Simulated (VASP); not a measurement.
Input of a VASP 6.6.1 run:

The input INCAR:

```
ALGO = Normal ; EDIFF = 1E-6
EDIFFG = -0.01 ; ENCUT = 520
GGA = PS ; IBRION = 2
ISIF = 2 ; ISMEAR = -1
LASPH = T ; LCHARG = F
LREAL = F ; LWAVE = F
NELM = 60 ; NSW = 60
PREC = Accurate ; SIGMA = 0.05
```

File KPOINTS:

```
k-points
0
Gamma
  8 8 3
```

Contents of POSCAR:

```
Ta3N
1.0
    3.0322239879      0.0000000000      0.0000000000
   -1.5161119940      2.6259830035      0.0000000000
    0.0000000000      0.0000000000      7.8251024800
Ta N
3 1
Direct
    0.6666666667      0.3333333333      0.8260700000
    0.3333333333      0.6666666667      0.1739300000
    0.0000000000      0.0000000000      0.5000000000
    0.0000000000      0.0000000000      0.0000000000
```

Potentials or basis: VASP PAW PBE potentials, release 64 (Ta_pv, N).

Launch:

```sh
$ cat potpaw_PBE.64/Ta_pv/POTCAR potpaw_PBE.64/N/POTCAR > POTCAR
$ mpirun -np 1 vasp_std > vasp.out
```

Task: What does it give for the band gap on the k mesh?

Result: Zero (band 19 reaches 6.33 eV, above the bottom of band 20 at 5.86 eV).

Task: Estimate the energy gained by relaxing.

Result: 1.5 meV/atom.

Step by step:
```
step  energy change (eV)  largest force (eV/Å)  pressure (GPa)
   1              0.0000                0.2783          -16.22
   2             -0.0051                0.1033          -15.78
   3             -0.0059                0.0001          -15.49
```

Caveat: the PAW data sets were made with another functional, which shifts forces and pressure a little; spin-orbit coupling is left out, which moves the levels of the heavy elements.
